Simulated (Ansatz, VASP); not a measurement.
# Hf2Ge3: VASP beside Ansatz

File INCAR:

```
ALGO     = Normal         # electronic algorithm
EDIFF    = 1E-6           # SCF threshold, eV
EDIFFG   = -0.04          # ionic threshold
ENCUT    = 600            # plane-wave cutoff, eV
GGA      = PE             # functional
IBRION   = 2              # ionic algorithm
ISIF     = 3              # what is computed and relaxed
ISMEAR   = 0              # smearing method
LASPH    = True           # aspherical terms in the spheres
LCHARG   = False          # write CHGCAR
LREAL    = False          # projectors in reciprocal space
LWAVE    = False          # write WAVECAR
NELM     = 80             # most SCF steps
NSW      = 90             # ionic steps
PREC     = Accurate       # precision mode
SIGMA    = 0.1            # smearing width, eV
```

KPOINTS

```
k-points
0
Gamma
  6 6 4
```

The input POSCAR:

```
Hf2Ge3
1.0
    4.5495453400      0.0000000000      0.0000000000
   -2.2747726700      3.9400218400      0.0000000000
    0.0000000000      0.0000000000      5.3988835700
Hf Ge
2 3
Direct
    0.0000000000      0.0000000000      0.7388707800
    0.0000000000      0.0000000000      0.2611292200
    0.5000000000      0.0000000000      0.5000000000
    0.0000000000      0.5000000000      0.5000000000
    0.5000000000      0.5000000000      0.5000000000
```

Input for Ansatz:

```yaml
crystal:
  lattice:
    - [4.54954534, 0.0, 0.0]
    - [-2.27477267, 3.94002184, 0.0]
    - [0.0, 0.0, 5.39888357]
  atoms:
    - { symbol: Hf, position: [0.0, 0.0, 0.73887078] }
    - { symbol: Hf, position: [0.0, 0.0, 0.26112922] }
    - { symbol: Ge, position: [0.5, 0.0, 0.5] }
    - { symbol: Ge, position: [0.0, 0.5, 0.5] }
    - { symbol: Ge, position: [0.5, 0.5, 0.5] }
basis:
  ecutwfc: 420
kpoints:
  mp_grid: { grid: [6, 6, 4] }
hamiltonian:
  xc: pbe
scf:
  occupations: { method: gaussian, width: 0.1 }
  lower_state_search: "off"
output:
  forces: true
  stress: true
  eigenvalues: true
relax:
  adjacent_minimum: "off"
  f_tol: 0.04
  max_steps: 70
  cell: { stress_tol: 0.4 }
```

Alike in both runs: task relaxation of cell and atoms; functional PBE; k mesh 6 × 6 × 4; occupations gaussian, width 0.1 eV; no spin polarisation.

|  | VASP | Ansatz |
| --- | --- | --- |
| version | VASP 6.6.1 | Ansatz 0.2.0 |
| potentials or method | VASP PAW PBE potentials, release 64 (Hf_pv, Ge_d), cutoff 600 eV | scalar-relativistic, plane waves, PAW |
| valence electrons in the cell | 62 | 94 |

```tsv
	VASP	Ansatz	Ansatz less VASP
gap on the k mesh at the Fermi level, each at its own relaxed structure (eV)	none	none	-
relaxed volume (Å³/atom)	27.08	27.43	+0.352
relaxed length of the cell vector where the two differ most in proportion (Å)	5.641	5.711	+0.0708
```

A gap of «none» marks a metal or a gap that the smearing closes. VASP's potentials hold 62 valence electrons a cell and Ansatz's 94, so a difference there can come from the potentials and not from the codes.

Spin-orbit coupling is off throughout. Noted on VASP's run: the volume moved by over 15 % at a fixed basis, so the end points are rough.
